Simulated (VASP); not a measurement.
# BN (F-43m) in VASP: a series of runs

The runs below take BN through single point, with PBE.

Everything below comes from runs of VASP 6.6.1. Logs are shortened: lines on timing, memory, paths and dates and some standing lists are left out, and cuts for length are marked.

## 1. The cell of the first run

The structure is cubic, space group F-43m (No. 216). The conventional cell has a = 3.625 Å, b = 3.625 Å, c = 3.625 Å, α = 90.00°, β = 90.00°, γ = 90.00°. B (site symmetry -43m) has 4 N at 1.57 Å within 2.1 Å. N (site symmetry -43m) has 4 B at 1.57 Å within 2.1 Å.

## 2. Single point, PBE

The input, INCAR:

```
  PREC = Accurate
  ENCUT = 520
  EDIFF = 1E-7
  ISMEAR = 0
  SIGMA = 0.02
  LREAL = F
  LASPH = T
  NELM = 60
  ALGO = Normal
  ISIF = 2
  LWAVE = F
  LCHARG = F
  GGA = PE
  NBANDS = 11
```

The input, KPOINTS:

```
regular mesh
0
Gamma
  12 12 12
```

The input, POSCAR:

```
BN
1.0
    0.0000000000      1.8123485120      1.8123485120
    1.8123485120      0.0000000000      1.8123485120
    1.8123485120      1.8123485120      0.0000000000
B N
1 1
Direct
    0.0000000000      0.0000000000      0.0000000000
    0.7500000000      0.7500000000      0.7500000000
```

Potentials or basis: VASP PAW PBE potentials, release 64 (B, N).

On the command line:

```sh
$ cat potpaw_PBE.64/B/POTCAR potpaw_PBE.64/N/POTCAR > POTCAR
$ mpirun -np 1 vasp_std > vasp.out
```

OUTCAR:

```text
PREC = Accurate
   ENCUT = 520
   EDIFF = 1E-7
   ISMEAR = 0
   LREAL = F
   LASPH = T
   NELM = 60
   ISIF = 2
   GGA = PE

 ion  position               nearest neighbor table
   1  0.000  0.000  0.000-   2 1.57   2 1.57   2 1.57   2 1.57
   2  0.750  0.750  0.750-   1 1.57   1 1.57   1 1.57   1 1.57

  LATTYP: Found a face centered cubic cell.
 ALAT       =     3.6246970240

  Lattice vectors:

 A1 = (   0.0000000000,   1.8123485120,   1.8123485120)
 A2 = (   1.8123485120,   0.0000000000,   1.8123485120)
 A3 = (   1.8123485120,   1.8123485120,   0.0000000000)

Analysis of symmetry for initial positions (statically):
=====================================================================
 Subroutine PRICEL returns:
 Original cell was already a primitive cell.

 Routine SETGRP: Setting up the symmetry group for a
 face centered cubic supercell.

 Subroutine GETGRP returns: Found 24 space group operations
 (whereof 24 operations were pure point group operations)
 out of a pool of 48 trial point group operations.

The static configuration has the point symmetry T_d .

Analysis of symmetry for dynamics (positions and initial velocities):
=====================================================================
 Subroutine PRICEL returns:
 Original cell was already a primitive cell.

 Routine SETGRP: Setting up the symmetry group for a
 face centered cubic supercell.

 Subroutine GETGRP returns: Found 24 space group operations
 (whereof 24 operations were pure point group operations)
 out of a pool of 48 trial point group operations.

The dynamic configuration has the point symmetry T_d .

 Subroutine INISYM returns: Found 24 space group operations
 (whereof 24 operations are pure point group operations),
 and found     1 'primitive' translations

----------------------------------------------------------------------------------------

                                     Primitive cell

  volume of cell :      11.9057

  direct lattice vectors                    reciprocal lattice vectors
     0.000000000  1.812348512  1.812348512    -0.275885127  0.275885127  0.275885127
     1.812348512  0.000000000  1.812348512     0.275885127 -0.275885127  0.275885127
     1.812348512  1.812348512  0.000000000     0.275885127  0.275885127 -0.275885127

  length of vectors
     2.563047845  2.563047845  2.563047845     0.477847058  0.477847058  0.477847058

  position of ions in fractional coordinates (direct lattice)
     0.000000000  0.000000000  0.000000000
     0.750000000  0.750000000  0.750000000

  ion indices of the primitive-cell ions
   primitive index   ion index
                 1           1
                 2           2

----------------------------------------------------------------------------------------

 KPOINTS: regular mesh

Automatic generation of k-mesh.
 Grid dimensions read from file:
 generate k-points for:   12   12   12

 Generating k-lattice:

  Cartesian coordinates                     Fractional coordinates (reciprocal lattice)
    -0.022990427  0.022990427  0.022990427     0.083333333  0.000000000  0.000000000
     0.022990427 -0.022990427  0.022990427     0.000000000  0.083333333  0.000000000
     0.022990427  0.022990427 -0.022990427     0.000000000  0.000000000  0.083333333

  Length of vectors
     0.039820588  0.039820588  0.039820588

  Shift w.r.t. Gamma in fractional coordinates (k-lattice)
     0.000000000  0.000000000  0.000000000

 Subroutine IBZKPT returns following result:
 ===========================================

 Found     72 irreducible k-points:

 Following reciprocal coordinates:
            Coordinates               Weight
  0.000000  0.000000  0.000000      1.000000
  0.083333  0.000000  0.000000      8.000000
  0.166667  0.000000  0.000000      8.000000
  0.250000  0.000000  0.000000      8.000000
  0.333333  0.000000  0.000000      8.000000
  0.416667  0.000000  0.000000      8.000000
[... 16 lines left out ...]
  0.500000  0.166667  0.000000     24.000000
 -0.416667  0.166667  0.000000     24.000000
 [... further k-points ...]
   k-points           NKPTS =     72   k-points in BZ     NKDIM =     72   number of bands    NBANDS=     11
   number of dos      NEDOS =    301   number of ions     NIONS =      2
   total plane-waves  NPLWV =   8000
   dimension x,y,z NGX =    20 NGY =   20 NGZ =   20
   dimension x,y,z NGXF=    40 NGYF=   40 NGZF=   40
   ions per type =               1   1
   NGX,Y,Z   is equivalent  to a cutoff of  12.97, 12.97, 12.97 a.u.
   NGXF,Y,Z  is equivalent  to a cutoff of  25.95, 25.95, 25.95 a.u.
 SYSTEM =  unknown system
   PREC   = accura    normal or accurate (medium, high low for compatibility)
   ISTART =      0    job   : 0-new  1-cont  2-samecut
   ICHARG =      2    charge: 1-file 2-atom 10-const
   ISPIN  =      1    spin polarized calculation?
   LNONCOLLINEAR =      F non collinear calculations
   LSORBIT =      F    spin-orbit coupling
   LASPH  =      T    aspherical Exc in radial PAW
   ENCUT  =  520.0 eV  38.22 Ry    6.18 a.u.   4.77  4.77  4.77*2*pi/ulx,y,z
   NELM   =     60;   NELMIN=  2; NELMDL= -5     # of ELM steps
   EDIFF  = 0.1E-06   stopping-criterion for ELM
   LREAL  =      F    real-space projection
   EDIFFG = 0.1E-05   stopping-criterion for IOM
   NSW    =      0    number of steps for IOM
   IBRION =     -1    ionic relax: 0-MD 1-quasi-New 2-CG
   NFREE  =      0    steps in history (QN), initial steepest desc. (CG)
   ISIF   =      2    stress and relaxation
   ISYM   =      2    0-nonsym 1-usesym 2-fastsym
   POTIM  = 0.5000    time-step for ionic-motion
   TEBEG  =    0.0;   TEEND  =   0.0 temperature during run
   PSTRESS=    0.0 pullay stress
   NELECT =       8.0000    total number of electrons
   NUPDOWN=      -1.0000    fix difference up-down
   EMIN   =  10.00;   EMAX   =-10.00  energy-range for DOS
   EFERMI =   0.00;   METHOD = LEGACY
   ISMEAR =     0;   SIGMA  =   0.02  broadening in eV -4-tet -1-fermi 0-gaus
   EFERMI_NEDOS =   21; number of points for ismear=-14 and -15
   IALGO  =     38    algorithm
   IMIX   =      4    mixing-type and parameters
     AMIX     =   0.40;   BMIX     =  1.00
     AMIX_MAG =   1.60;   BMIX_MAG =  1.00
  volume/ion in A,a.u.               =       5.95        40.17
  Fermi-wavevector in a.u.,A,eV,Ry     =   1.433903  2.709684 27.974638  2.056078
  Thomas-Fermi vector in A             =   2.553370
   LORBIT       =      0    0 simple, 1 ext, 2 COOP (PROOUT), +10 PAW based schemes
   GGA     = PE    functional components
   LHFCALC =     F    Hartree Fock is set to
   AEXX    =    0.0000 exact exchange contribution
   IVDW    =     0    specifies the selected vdW correction
   LEPSILON=     F    determine dielectric tensor
   LRPA    =     F    only Hartree local field effects (RPA)
 non-spin polarized calculation
 Gauss-broadening in eV      SIGMA  =   0.02
  energy-cutoff  :      520.00
  volume of cell :       11.91
 maximum number of plane-waves:       332
   NGX =  9   NGY =  9   NGZ =  9

 number of electron       7.9999999 magnetization

 Free energy of the ion-electron system (eV)
  ---------------------------------------------------
  ext. energy  EPLUGINS =         0.00000000
  ---------------------------------------------------
  free energy    TOTEN  =       -17.45101270 eV

  energy without entropy =      -17.45101270  energy(sigma->0) =      -17.45101270

 E-fermi :   7.4061     XC(G=0): -12.7824

 val. band max:        7.3042649979   @ k =   0.0000   0.0000   0.0000
 cond. band min:      11.7550730773   @ k =   0.5000   0.5000   0.0000
 fundamental gap:      4.4508080794
 Fermi energy:         7.4061169671

 k-point     1 :       0.0000    0.0000    0.0000
  band No.  band energies     occupation
      1     -12.8353      2.00000
      2       7.3043      2.00000
      3       7.3043      2.00000
      4       7.3043      2.00000
      5      16.0859      0.00000
      6      16.0859      0.00000
      7      16.0859      0.00000
      8      17.5232      0.00000
      9      31.9059      0.00000
     10      34.9749      0.00000
     11      34.9749      0.00000

 k-point     2 :       0.0833    0.0000    0.0000
  band No.  band energies     occupation
      1     -12.6673      2.00000
      2       6.3967      2.00000
      3       7.1252      2.00000
      4       7.1252      2.00000
      5      16.2838      0.00000
      6      16.3576      0.00000
      7      16.3576      0.00000
      8      18.0930      0.00000
      9      31.7198      0.00000
     10      32.7792      0.00000
     11      32.7792      0.00000

 k-point     3 :       0.1667    0.0000    0.0000
  band No.  band energies     occupation
      1     -12.1698      2.00000
      2       4.3089      2.00000
      3       6.6892      2.00000
      4       6.6892      2.00000
      5      16.5794      0.00000
      6      16.9895      0.00000
      7      16.9895      0.00000
      8      19.4295      0.00000
      9      31.1943      0.00000
     10      31.2328      0.00000
     11      31.2328      0.00000

 k-point     4 :       0.2500    0.0000    0.0000
  band No.  band energies     occupation
      1     -11.3665      2.00000
      2       1.8579      2.00000
      3       6.1856      2.00000
      4       6.1856      2.00000
      5      16.8666      0.00000
      6      17.5945      0.00000
      7      17.5945      0.00000
      8      20.7692      0.00000
      9      30.6525      0.00000
     10      30.8284      0.00000
     11      30.8284      0.00000

 k-point     5 :       0.3333    0.0000    0.0000
  band No.  band energies     occupation
      1     -10.3211      2.00000
      2      -0.5153      2.00000
      3       5.7558      2.00000
      4       5.7558      2.00000
      5      17.1180      0.00000
      6      17.9080      0.00000
      7      17.9080      0.00000
      8      21.7441      0.00000
      9      30.4231      0.00000
     10      31.6118      0.00000
     11      31.6118      0.00000
[... 211 lines left out ...]
 k-point    21 :       0.3333    0.1667    0.0000
  band No.  band energies     occupation
      1     -10.4883      2.00000
      2       1.2564      2.00000
      3       4.5566      2.00000
      4       4.8328      2.00000
      5      15.3628      0.00000
      6      19.4999      0.00000
      7      20.0308      0.00000
      8      20.0429      0.00000
      9      26.6903      0.00000
     10      33.6017      0.00000
     11      35.3303      0.00000

 k-point    22 :       0.4167    0.1667    0.0000
  band No.  band energies     occupation
      1      -9.4327      2.00000
      2      -0.8191      2.00000
      3       4.1887      2.00000
      4       4.3738      2.00000
      5      15.7703      0.00000
      6      19.6276      0.00000
      7      20.1192      0.00000
      8      20.9877      0.00000
      9      27.5983      0.00000
     10      33.3812      0.00000
     11      35.5954      0.00000

 k-point    23 :       0.5000    0.1667    0.0000
  band No.  band energies     occupation
      1      -8.4777      2.00000
      2      -2.3590      2.00000
      3       3.6071      2.00000
      4       4.4457      2.00000
      5      16.1261      0.00000
      6      19.5578      0.00000
      7      19.8793      0.00000
      8      22.2813      0.00000
      9      27.9726      0.00000
     10      33.5534      0.00000
     11      34.7998      0.00000

 k-point    24 :      -0.4167    0.1667    0.0000
  band No.  band energies     occupation
      1      -8.2957      2.00000
      2      -2.6239      2.00000
      3       3.2082      2.00000
      4       4.7580      2.00000
      5      16.5767      0.00000
      6      19.4107      0.00000
      7      19.4868      0.00000
      8      22.8904      0.00000
      9      28.2594      0.00000
     10      32.5560      0.00000
     11      33.8239      0.00000

 [... further k-points ...]
[... 5 lines left out ...]
  --------------------------------------------------------------------------------------
  -------------------------------------------------------------------------------------
  Total        0.0174269      0.0174269      0.0174269      0.0000000      0.0000000     -0.0000000
  in kB        2.3451797      2.3451797      2.3451797      0.0000000      0.0000000     -0.0000000
  external PRESSURE =       2.3451797 kB  Pullay stress =       0.0000000 kB

 VOLUME and BASIS-vectors are now :
 -----------------------------------------------------------------------------
  energy-cutoff  :      520.00
  volume of cell :       11.91
      direct lattice vectors                 reciprocal lattice vectors
     0.000000000  1.812348512  1.812348512    -0.275885127  0.275885127  0.275885127
     1.812348512  0.000000000  1.812348512     0.275885127 -0.275885127  0.275885127
     1.812348512  1.812348512  0.000000000     0.275885127  0.275885127 -0.275885127

 POSITION                                       TOTAL-FORCE (eV/Angst)
 -----------------------------------------------------------------------------------
      0.00000      0.00000      0.00000        -0.000000     -0.000000      0.000000
      2.71852      2.71852      2.71852         0.000000      0.000000     -0.000000
 -----------------------------------------------------------------------------------
    total drift:                               -0.000000     -0.000000     -0.000000

  FREE ENERGIE OF THE ION-ELECTRON SYSTEM (eV)
  ---------------------------------------------------
  free  energy   TOTEN  =       -17.4510126988 eV

  energy  without entropy=      -17.4510126988  energy(sigma->0) =      -17.45101270
```

It took 4.3 s on 1 thread of Intel Xeon 6975P-C (Granite Rapids), shared host; peak memory 0.12 GiB.

What came out:

```yaml
Free_energy: -17.4510 eV
Pressure: 0.2 GPa
Band_gap_on_the_k_mesh: 4.45 eV, indirect (least direct gap 8.78 eV)
```

A k mesh can miss the band edges. PBE gaps usually lie below the measured ones, often by a third to a half.

## 3. Single point, PBE (volume scaled by 0.97)

The input, INCAR:

```
PREC = Accurate
ENCUT = 520
EDIFF = 1E-6
ISMEAR = 0
SIGMA = 0.02
LREAL = False
LASPH = True
NELM = 80
ALGO = Normal
ISIF = 2
LWAVE = False
LCHARG = True
GGA = PE
LELF = True
LVHAR = True
NBANDS = 11
```

The input, KPOINTS:

```
Automatic mesh
0
Gamma
  12 12 12
```

The input, POSCAR:

```
BN
1.0
    0.0000000000      1.7940407097      1.7940407097
    1.7940407097      0.0000000000      1.7940407097
    1.7940407097      1.7940407097      0.0000000000
B N
1 1
Direct
    0.0000000000      0.0000000000      0.0000000000
    0.7500000000      0.7500000000      0.7500000000
```

Potentials or basis: VASP PAW PBE potentials, release 64 (B, N).

On the command line:

```sh
$ cat potpaw_PBE.64/B/POTCAR potpaw_PBE.64/N/POTCAR > POTCAR
$ mpirun -np 1 vasp_std > vasp.out
```

Wall time 4.4 s (1 thread of Intel Xeon 6975P-C (Granite Rapids), shared host); peak memory 0.12 GiB.

The run converged. Its results:

| Quantity | Value |
| --- | --- |
| Free energy | -17.4367 eV |
| Pressure | 12.3 GPa |
| Band gap on the k mesh | 4.48 eV, indirect (least direct gap 8.93 eV) |

Levels at points of the mesh, in eV from the valence-band top:
```tsv
k point	band 1	band 2	band 3	band 4	band 5	band 6	band 7	band 8	band 9
(0.00, 0.00, 0.00)	-20.49	0.00	0.00	0.00	8.93	8.93	8.93	10.72	25.18
(0.50, 0.00, 0.00)	-16.16	-10.90	-1.98	-1.98	10.44	10.83	10.83	15.49	23.78
(0.50, 0.50, 0.00)	-14.77	-9.06	-5.02	-5.02	4.48	9.36	18.27	18.27	21.17
```

 A k mesh can miss the band edges.

## 4. Single point, PBE (volume scaled by 0.94)

The input, INCAR:

```
SYSTEM = BN
  PREC = Accurate
  ENCUT = 520
  EDIFF = 1E-6
  ISMEAR = 0
  SIGMA = 0.02
  LREAL = .FALSE.
  LASPH = .TRUE.
  NELM = 60
  ALGO = Normal
  ISIF = 2
  LWAVE = .FALSE.
  LCHARG = .TRUE.
  GGA = PE
  LELF = .TRUE.
  LVHAR = .TRUE.
  NBANDS = 11
```

The input, KPOINTS:

```
regular mesh
0
G
  12 12 12
  0 0 0
```

The input, POSCAR:

```
BN
1.0
    0.0000000000      1.7753514265      1.7753514265
    1.7753514265      0.0000000000      1.7753514265
    1.7753514265      1.7753514265      0.0000000000
B N
1 1
Direct
    0.0000000000      0.0000000000      0.0000000000
    0.7500000000      0.7500000000      0.7500000000
```

On the command line:

```sh
$ cat potpaw_PBE.64/B/POTCAR potpaw_PBE.64/N/POTCAR > POTCAR
$ mpirun -np 1 vasp_std > vasp.out
```

Wall time 4.3 s (1 thread of Intel Xeon 6975P-C (Granite Rapids), shared host); peak memory 0.12 GiB.

Results (log left out):

```yaml
Free_energy: -17.3936 eV
Pressure: 26.2 GPa
Band_gap_on_the_k_mesh: 4.51 eV, indirect (least direct gap 9.08 eV)
```

Levels at points of the mesh, in eV from the valence-band top:
| k point | band 1 | band 2 | band 3 | band 4 | band 5 | band 6 | band 7 | band 8 | band 9 |
| --- | --- | --- | --- | --- | --- | --- | --- | --- | --- |
| (0.00, 0.00, 0.00) | -20.86 | 0.00 | 0.00 | 0.00 | 9.08 | 9.08 | 9.08 | 11.24 | 25.78 |
| (0.50, 0.00, 0.00) | -16.38 | -11.20 | -2.04 | -2.04 | 10.86 | 11.00 | 11.00 | 15.81 | 24.25 |
| (0.50, 0.50, 0.00) | -14.94 | -9.27 | -5.18 | -5.18 | 4.51 | 9.53 | 18.76 | 18.76 | 21.73 |

## 5. Single point, PBE (volume scaled by 1.03)

The input, INCAR:

```
SYSTEM = BN
PREC = Accurate
ENCUT = 520
EDIFF = 1E-6
ISMEAR = 0
SIGMA = 0.02
LREAL = .FALSE.
LASPH = .TRUE.
NELM = 60
ALGO = Normal
ISIF = 2
LWAVE = .FALSE.
LCHARG = .TRUE.
GGA = PE
LELF = .TRUE.
LVHAR = .TRUE.
NBANDS = 11
```

KPOINTS is that of step 4.

The input, POSCAR:

```
BN
1.0
    0.0000000000      1.8302937238      1.8302937238
    1.8302937238      0.0000000000      1.8302937238
    1.8302937238      1.8302937238      0.0000000000
B N
1 1
Direct
    0.0000000000      0.0000000000      0.0000000000
    0.7500000000      0.7500000000      0.7500000000
```

On the command line:

```sh
$ cat potpaw_PBE.64/B/POTCAR potpaw_PBE.64/N/POTCAR > POTCAR
$ mpirun -np 1 vasp_std > vasp.out
```

Wall time 4.4 s (1 thread of Intel Xeon 6975P-C (Granite Rapids), shared host); peak memory 0.12 GiB.

Results (log left out):

| Quantity | Value |
| --- | --- |
| Free energy | -17.4402 eV |
| Pressure | -10.2 GPa |
| Band gap on the k mesh | 4.42 eV, indirect (least direct gap 8.64 eV) |

Levels at points of the mesh, in eV from the valence-band top:
```
           k point  band 1  band 2  band 3  band 4  band 5  band 6  band 7  band 8
(0.00, 0.00, 0.00)  -19.81    0.00    0.00    0.00    8.64    8.64    8.64    9.74
(0.50, 0.00, 0.00)  -15.77  -10.35   -1.87   -1.87    9.66   10.50   10.50   14.87
(0.50, 0.50, 0.00)  -14.45   -8.68   -4.72   -4.72    4.42    9.02   17.35   17.35
```

 A k mesh can miss the band edges.

## 6. Single point, PBE (volume scaled by 1.06)

The input, INCAR:

```
SYSTEM = BN
ALGO = Normal
EDIFF = 1E-6
ENCUT = 520
GGA = PE
ISIF = 2
ISMEAR = 0
LASPH = .True.
LCHARG = .False.
LREAL = .False.
LWAVE = .False.
NBANDS = 11
NELM = 60
PREC = Accurate
SIGMA = 0.02
```

The input, KPOINTS:

```
k-points
0
Gamma
  12 12 12
  0 0 0
```

The input, POSCAR:

```
BN
1.0
    0.0000000000      1.8478937816      1.8478937816
    1.8478937816      0.0000000000      1.8478937816
    1.8478937816      1.8478937816      0.0000000000
B N
1 1
Direct
    0.0000000000      0.0000000000      0.0000000000
    0.7500000000      0.7500000000      0.7500000000
```

Potentials or basis: VASP PAW PBE potentials, release 64 (B, N).

On the command line:

```sh
$ cat potpaw_PBE.64/B/POTCAR potpaw_PBE.64/N/POTCAR > POTCAR
$ mpirun -np 1 vasp_std > vasp.out
```

Run time: 4.5 s. Hardware: 1 thread of Intel Xeon 6975P-C (Granite Rapids), shared host; peak memory 0.12 GiB.

It converged, with:

- Free energy: -17.4075 eV
- Pressure: -19.4 GPa
- Band gap on the k mesh: 4.39 eV, indirect (least direct gap 8.50 eV)

Levels at points of the mesh, in eV from the valence-band top:
```tsv
k point	band 2	band 3	band 4	band 5	band 6	band 7
(0.00, 0.00, 0.00)	0.00	0.00	0.00	8.50	8.50	8.50
(0.50, 0.00, 0.00)	-10.10	-1.82	-1.82	9.30	10.34	10.34
(0.50, 0.50, 0.00)	-8.50	-4.59	-4.59	4.39	8.85	16.92
```

## 7. Summary

```tsv
cell	gap on the mesh (eV)	pressure (GPa)
a = 2.563 Å, angles 60.0°, 2 atoms	4.45	0.2
a = 2.537 Å, angles 60.0°, 2 atoms	4.48	12.3
a = 2.511 Å, angles 60.0°, 2 atoms	4.51	26.2
a = 2.588 Å, angles 60.0°, 2 atoms	4.42	-10.2
a = 2.613 Å, angles 60.0°, 2 atoms	4.39	-19.4
```

Alike in all rows: task single point; level PBE; potentials or basis VASP PAW PBE potentials, release 64 (B, N); no spin polarisation; k mesh 12 × 12 × 12; cutoff (eV) 520; smearing gaussian 0.02 eV.

Total energies depend on the potentials used, so only differences within one code and one set of settings carry meaning.
